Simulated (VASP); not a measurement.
# ZnS (R3m) in VASP: a series of runs

Runs on ZnS. Level: r2SCAN. Tasks: single point.

Everything below comes from runs of VASP 6.6.1. Logs are shortened: lines on timing, memory, paths and dates and some standing lists are left out, and cuts for length are marked.

## Step 1: The cell of the first run

The structure is trigonal, space group R3m (No. 160). Conventional cell: a = 3.825 Å, b = 3.825 Å, c = 9.369 Å, α = 90.00°, β = 90.00°, γ = 120.00°. Zn (site symmetry 3m) has 4 S at 2.22 to 2.39 Å within 2.9 Å. S (site symmetry 3m) has 4 Zn at 2.22 to 2.39 Å within 2.9 Å.

## Step 2: Single point, r2SCAN

Contents of POSCAR:

```
ZnS
1.0
    0.0000000000      2.7046500000      2.7046500000
    2.7046500000      0.0000000000      2.7046500000
    2.7046500000      2.7046500000      0.0000000000
Zn S
1 1
Direct
   -0.0133416123     -0.0133416123     -0.0133416123
    0.7500000000      0.7500000000      0.7500000000
```

Contents of INCAR.step1:

```
SYSTEM = ZnS
ALGO = Normal
EDIFF = 1E-4
ENCUT = 520
GGA = PE
ISMEAR = 0
LASPH = .True.
LCHARG = .False.
LREAL = .False.
LWAVE = .True.
NBANDS = 16
NELM = 100
PREC = Accurate
SIGMA = 0.05
```

Contents of INCAR.step2:

```
SYSTEM = ZnS
ALGO = Normal
EDIFF = 1E-7
ENCUT = 520
ISIF = 2
ISMEAR = 0
ISTART = 1
LASPH = .True.
LCHARG = .True.
LELF = .True.
LMIXTAU = .True.
LREAL = .False.
LVHAR = .True.
LWAVE = .False.
METAGGA = R2SCAN
NBANDS = 16
NELM = 100
PREC = Accurate
SIGMA = 0.05
```

Contents of KPOINTS:

```
k-points
0
Gamma
  8 8 8
  0 0 0
```

Potentials or basis: VASP PAW PBE potentials, release 64 (Zn, S).

Command:

```sh
cat potpaw_PBE.64/Zn/POTCAR potpaw_PBE.64/S/POTCAR > POTCAR
cp INCAR.step1 INCAR
mpirun -np 1 vasp_std > vasp.out
cp INCAR.step2 INCAR
mpirun -np 1 vasp_std > vasp.out
```

OUTCAR:

```text
SYSTEM = ZnS
   EDIFF = 1E-7
   ENCUT = 520
   ISIF = 2
   ISMEAR = 0
   ISTART = 1
   LASPH = .True.
   LREAL = .False.
   METAGGA = R2SCAN
   NELM = 100
   PREC = Accurate

 ion  position               nearest neighbor table
   1  0.987  0.987  0.987-   2 2.22   2 2.39   2 2.39   2 2.39
   2  0.750  0.750  0.750-   1 2.22   1 2.39   1 2.39   1 2.39

  LATTYP: Found a face centered cubic cell.
 ALAT       =     5.4093000000

  Lattice vectors:

 A1 = (   0.0000000000,   2.7046500000,   2.7046500000)
 A2 = (   2.7046500000,   0.0000000000,   2.7046500000)
 A3 = (   2.7046500000,   2.7046500000,   0.0000000000)

Analysis of symmetry for initial positions (statically):
=====================================================================
 Subroutine PRICEL returns:
 Original cell was already a primitive cell.

 Routine SETGRP: Setting up the symmetry group for a
 face centered cubic supercell.

 Subroutine GETGRP returns: Found  6 space group operations
 (whereof  6 operations were pure point group operations)
 out of a pool of 48 trial point group operations.

The static configuration has the point symmetry C_3v.

Analysis of symmetry for dynamics (positions and initial velocities):
=====================================================================
 Subroutine PRICEL returns:
 Original cell was already a primitive cell.

 Routine SETGRP: Setting up the symmetry group for a
 face centered cubic supercell.

 Subroutine GETGRP returns: Found  6 space group operations
 (whereof  6 operations were pure point group operations)
 out of a pool of 48 trial point group operations.

The dynamic configuration has the point symmetry C_3v.

 Subroutine INISYM returns: Found  6 space group operations
 (whereof  6 operations are pure point group operations),
 and found     1 'primitive' translations

----------------------------------------------------------------------------------------

                                     Primitive cell

  volume of cell :      39.5697

  direct lattice vectors                    reciprocal lattice vectors
     0.000000000  2.704650000  2.704650000    -0.184866803  0.184866803  0.184866803
     2.704650000  0.000000000  2.704650000     0.184866803 -0.184866803  0.184866803
     2.704650000  2.704650000  0.000000000     0.184866803  0.184866803 -0.184866803

  length of vectors
     3.824952711  3.824952711  3.824952711     0.320198696  0.320198696  0.320198696

  position of ions in fractional coordinates (direct lattice)
     0.986658388  0.986658388  0.986658388
     0.750000000  0.750000000  0.750000000

  ion indices of the primitive-cell ions
   primitive index   ion index
                 1           1
                 2           2

----------------------------------------------------------------------------------------

 KPOINTS: k-points

Automatic generation of k-mesh.
 Grid dimensions read from file:
 generate k-points for:    8    8    8

 Generating k-lattice:

  Cartesian coordinates                     Fractional coordinates (reciprocal lattice)
    -0.023108350  0.023108350  0.023108350     0.125000000  0.000000000  0.000000000
     0.023108350 -0.023108350  0.023108350     0.000000000  0.125000000  0.000000000
     0.023108350  0.023108350 -0.023108350     0.000000000  0.000000000  0.125000000

  Length of vectors
     0.040024837  0.040024837  0.040024837

  Shift w.r.t. Gamma in fractional coordinates (k-lattice)
     0.000000000  0.000000000  0.000000000

 Subroutine IBZKPT returns following result:
 ===========================================

 Found     65 irreducible k-points:

 Following reciprocal coordinates:
            Coordinates               Weight
  0.000000  0.000000  0.000000      1.000000
  0.125000  0.000000  0.000000      6.000000
  0.125000  0.125000  0.125000      2.000000
  0.250000  0.000000  0.000000      6.000000
  0.250000  0.250000  0.250000      2.000000
  0.375000  0.000000  0.000000      6.000000
[... 16 lines left out ...]
 -0.250000  0.125000  0.000000     12.000000
  0.125000  0.125000  0.375000      6.000000
 [... further k-points ...]
   k-points           NKPTS =     65   k-points in BZ     NKDIM =     65   number of bands    NBANDS=     16
   number of dos      NEDOS =    301   number of ions     NIONS =      2
   total plane-waves  NPLWV =  21952
   dimension x,y,z NGX =    28 NGY =   28 NGZ =   28
   dimension x,y,z NGXF=    56 NGYF=   56 NGZF=   56
   ions per type =               1   1
   NGX,Y,Z   is equivalent  to a cutoff of  12.17, 12.17, 12.17 a.u.
   NGXF,Y,Z  is equivalent  to a cutoff of  24.34, 24.34, 24.34 a.u.
 SYSTEM =  ZnS
   PREC   = accura    normal or accurate (medium, high low for compatibility)
   ISTART =      1    job   : 0-new  1-cont  2-samecut
   ICHARG =      0    charge: 1-file 2-atom 10-const
   ISPIN  =      1    spin polarized calculation?
   LNONCOLLINEAR =      F non collinear calculations
   LSORBIT =      F    spin-orbit coupling
   LASPH  =      T    aspherical Exc in radial PAW
   ENCUT  =  520.0 eV  38.22 Ry    6.18 a.u.   7.11  7.11  7.11*2*pi/ulx,y,z
   NELM   =    100;   NELMIN=  2; NELMDL=  0     # of ELM steps
   EDIFF  = 0.1E-06   stopping-criterion for ELM
   LREAL  =      F    real-space projection
   EDIFFG = 0.1E-05   stopping-criterion for IOM
   NSW    =      0    number of steps for IOM
   IBRION =     -1    ionic relax: 0-MD 1-quasi-New 2-CG
   NFREE  =      0    steps in history (QN), initial steepest desc. (CG)
   ISIF   =      2    stress and relaxation
   ISYM   =      2    0-nonsym 1-usesym 2-fastsym
   POTIM  = 0.5000    time-step for ionic-motion
   TEBEG  =    0.0;   TEEND  =   0.0 temperature during run
   PSTRESS=    0.0 pullay stress
   NELECT =      18.0000    total number of electrons
   NUPDOWN=      -1.0000    fix difference up-down
   EMIN   =  10.00;   EMAX   =-10.00  energy-range for DOS
   EFERMI =   0.00;   METHOD = LEGACY
   ISMEAR =     0;   SIGMA  =   0.05  broadening in eV -4-tet -1-fermi 0-gaus
   EFERMI_NEDOS =   21; number of points for ismear=-14 and -15
   IALGO  =     38    algorithm
   IMIX   =      4    mixing-type and parameters
     AMIX     =   0.40;   BMIX     =  1.00
     AMIX_MAG =   1.60;   BMIX_MAG =  1.00
  volume/ion in A,a.u.               =      19.78       133.51
  Fermi-wavevector in a.u.,A,eV,Ry     =   1.259055  2.379268 21.568210  1.585219
  Thomas-Fermi vector in A             =   2.392634
   LORBIT       =      0    0 simple, 1 ext, 2 COOP (PROOUT), +10 PAW based schemes
   METAGGA = R2SCAN    functional components
   LHFCALC =     F    Hartree Fock is set to
   AEXX    =    0.0000 exact exchange contribution
   IVDW    =     0    specifies the selected vdW correction
   LEPSILON=     F    determine dielectric tensor
   LRPA    =     F    only Hartree local field effects (RPA)
 non-spin polarized calculation
 Gauss-broadening in eV      SIGMA  =   0.05
  energy-cutoff  :      520.00
  volume of cell :       39.57
 maximum number of plane-waves:      1090
   NGX = 15   NGY = 15   NGZ = 15

 number of electron      18.0000003 magnetization

 Free energy of the ion-electron system (eV)
  ---------------------------------------------------
  ext. energy  EPLUGINS =         0.00000000
  ---------------------------------------------------
  free energy    TOTEN  =       -18.81141902 eV

  energy without entropy =      -18.81141902  energy(sigma->0) =      -18.81141902

 E-fermi :   2.0693     XC(G=0): -10.2668

 val. band max:        1.8662241186   @ k =   0.0000   0.0000   0.0000
 cond. band min:       4.4731155565   @ k =   0.0000   0.0000   0.0000
 fundamental gap:      2.6068914379
 Fermi energy:         2.0693314321

 k-point     1 :       0.0000    0.0000    0.0000
  band No.  band energies     occupation
      1     -11.8681      2.00000
      2      -4.8230      2.00000
      3      -4.6648      2.00000
      4      -4.6648      2.00000
      5      -4.1741      2.00000
      6      -4.1741      2.00000
[... 8 lines left out ...]
     15      14.0950      0.00000
     16      14.2827      0.00000

 k-point     2 :       0.1250    0.0000    0.0000
  band No.  band energies     occupation
      1     -11.7513      2.00000
      2      -4.8034      2.00000
      3      -4.6544      2.00000
      4      -4.6511      2.00000
      5      -4.1756      2.00000
      6      -4.1737      2.00000
[... 8 lines left out ...]
     15      13.5204      0.00000
     16      15.1201      0.00000

 k-point     3 :       0.1250    0.1250    0.1250
  band No.  band energies     occupation
      1     -11.7446      2.00000
      2      -4.8225      2.00000
      3      -4.6349      2.00000
      4      -4.6349      2.00000
      5      -4.1787      2.00000
      6      -4.1787      2.00000
[... 8 lines left out ...]
     15      13.4198      0.00000
     16      15.0622      0.00000

 k-point     4 :       0.2500    0.0000    0.0000
  band No.  band energies     occupation
      1     -11.4471      2.00000
      2      -4.7541      2.00000
      3      -4.6239      2.00000
      4      -4.5885      2.00000
      5      -4.1738      2.00000
      6      -4.1653      2.00000
[... 8 lines left out ...]
     15      13.4455      0.00000
     16      14.5487      0.00000

 k-point     5 :       0.2500    0.2500    0.2500
  band No.  band energies     occupation
      1     -11.4214      2.00000
      2      -4.7763      2.00000
      3      -4.5663      2.00000
      4      -4.5663      2.00000
      5      -4.1824      2.00000
      6      -4.1824      2.00000
[... 8 lines left out ...]
     15      13.1515      0.00000
     16      14.6297      0.00000

 k-point     6 :       0.3750    0.0000    0.0000
  band No.  band energies     occupation
      1     -11.1038      2.00000
      2      -4.6952      2.00000
      3      -4.6064      2.00000
      4      -4.3679      2.00000
      5      -4.1606      2.00000
      6      -4.1445      2.00000
[... 8 lines left out ...]
     15      14.4464      0.00000
     16      14.6739      0.00000

 k-point     7 :       0.3750    0.3750    0.3750
  band No.  band energies     occupation
      1     -11.0526      2.00000
      2      -4.5542      2.00000
      3      -4.5090      2.00000
      4      -4.5090      2.00000
      5      -4.1690      2.00000
      6      -4.1690      2.00000
[... 8 lines left out ...]
     15      14.3640      0.00000
     16      14.3640      0.00000

 k-point     8 :       0.5000    0.0000    0.0000
  band No.  band energies     occupation
      1     -10.9471      2.00000
      2      -4.6714      2.00000
      3      -4.6021      2.00000
      4      -4.1571      2.00000
      5      -4.1321      2.00000
      6      -3.9762      2.00000
[... 8 lines left out ...]
     15      15.6959      0.00000
     16      16.0388      0.00000

 k-point     9 :       0.5000    0.5000    0.5000
  band No.  band energies     occupation
      1     -10.8825      2.00000
      2      -4.4907      2.00000
      3      -4.4907      2.00000
      4      -4.1561      2.00000
      5      -4.1561      2.00000
      6      -4.0658      2.00000
[... 8 lines left out ...]
     15      15.9045      0.00000
     16      15.9045      0.00000
[... 172 lines left out ...]
 k-point    19 :       0.5000    0.3750    0.5000
  band No.  band energies     occupation
      1     -10.8487      2.00000
      2      -4.5066      2.00000
      3      -4.4621      2.00000
      4      -4.2609      2.00000
      5      -4.1524      2.00000
      6      -4.1030      2.00000
[... 8 lines left out ...]
     15      15.9112      0.00000
     16      15.9587      0.00000

 k-point    20 :      -0.3750    0.1250    0.0000
  band No.  band energies     occupation
      1     -10.9595      2.00000
      2      -4.6692      2.00000
      3      -4.5901      2.00000
      4      -4.2753      2.00000
      5      -4.1618      2.00000
      6      -4.0750      2.00000
[... 8 lines left out ...]
     15      15.0865      0.00000
     16      16.5520      0.00000

 k-point    21 :       0.1250    0.1250    0.5000
  band No.  band energies     occupation
      1     -10.9510      2.00000
      2      -4.6607      2.00000
      3      -4.5681      2.00000
      4      -4.2469      2.00000
      5      -4.1550      2.00000
      6      -4.1095      2.00000
[... 8 lines left out ...]
     15      15.0902      0.00000
     16      16.2096      0.00000

 k-point    22 :      -0.3750    0.5000   -0.3750
  band No.  band energies     occupation
      1     -10.9057      2.00000
      2      -4.5109      2.00000
      3      -4.4828      2.00000
      4      -4.3575      2.00000
      5      -4.1786      2.00000
      6      -4.1475      2.00000
[... 8 lines left out ...]
     15      14.9950      0.00000
     16      16.3462      0.00000

 k-point    23 :      -0.2500    0.1250    0.0000
  band No.  band energies     occupation
      1     -11.2510      2.00000
      2      -4.7208      2.00000
      3      -4.6003      2.00000
      4      -4.5340      2.00000
      5      -4.1859      2.00000
      6      -4.1327      2.00000
[... 8 lines left out ...]
     15      14.9364      0.00000
     16      15.7577      0.00000

 k-point    24 :       0.1250    0.1250    0.3750
  band No.  band energies     occupation
      1     -11.2376      2.00000
      2      -4.7200      2.00000
      3      -4.5875      2.00000
      4      -4.4972      2.00000
      5      -4.1844      2.00000
      6      -4.1566      2.00000
[... 8 lines left out ...]
     15      14.6828      0.00000
     16      15.7319      0.00000

 [... further k-points ...]

------------------------ aborting loop because EDIFF is reached ----------------------------------------

  FORCE on cell =-STRESS in cart. coord.  units (eV):
  Direction    XX          YY          ZZ          XY          YZ          ZX
  --------------------------------------------------------------------------------------
  -------------------------------------------------------------------------------------
  Total       -0.0563763     -0.0563763     -0.0563763      0.5148751      0.5148751      0.5148751
  in kB       -2.2826729     -2.2826729     -2.2826729     20.8472751     20.8472751     20.8472751
  external PRESSURE =      -2.2826729 kB  Pullay stress =       0.0000000 kB

 VOLUME and BASIS-vectors are now :
 -----------------------------------------------------------------------------
  energy-cutoff  :      520.00
  volume of cell :       39.57
      direct lattice vectors                 reciprocal lattice vectors
     0.000000000  2.704650000  2.704650000    -0.184866803  0.184866803  0.184866803
     2.704650000  0.000000000  2.704650000     0.184866803 -0.184866803  0.184866803
     2.704650000  2.704650000  0.000000000     0.184866803  0.184866803 -0.184866803

 POSITION                                       TOTAL-FORCE (eV/Angst)
 -----------------------------------------------------------------------------------
      5.33713      5.33713      5.33713         0.551502      0.551502      0.551502
      4.05697      4.05697      4.05697        -0.551502     -0.551502     -0.551502
 -----------------------------------------------------------------------------------
    total drift:                                0.001624      0.001624      0.001624

  FREE ENERGIE OF THE ION-ELECTRON SYSTEM (eV)
  ---------------------------------------------------
  free  energy   TOTEN  =       -18.8114190185 eV

  energy  without entropy=      -18.8114190185  energy(sigma->0) =      -18.81141902
```

Run time: 2.3 min. Hardware: 1 thread of Intel Xeon Platinum 8259CL at 2.50GHz (Skylake/Cascade Lake), shared host; peak memory 0.19 GiB.

What came out:

* Free energy: -18.8114 eV
* Pressure: -0.2 GPa
* Largest force: 0.955 eV/Å
* Band gap on the k mesh: 2.61 eV, direct

Forces on the atoms (eV/Å):
```
Zn   0.552  0.552  0.552
S   -0.552 -0.552 -0.552
```

Caveat: the cell differs from its parent crystal (all Zn atoms moved +0.125 Å, as atom 1 towards its neighbour atom 2 (S) at 2.342 Å); the PAW data sets were made with another functional, which shifts forces and pressure a little.

(Continued in part 2 of 2.)
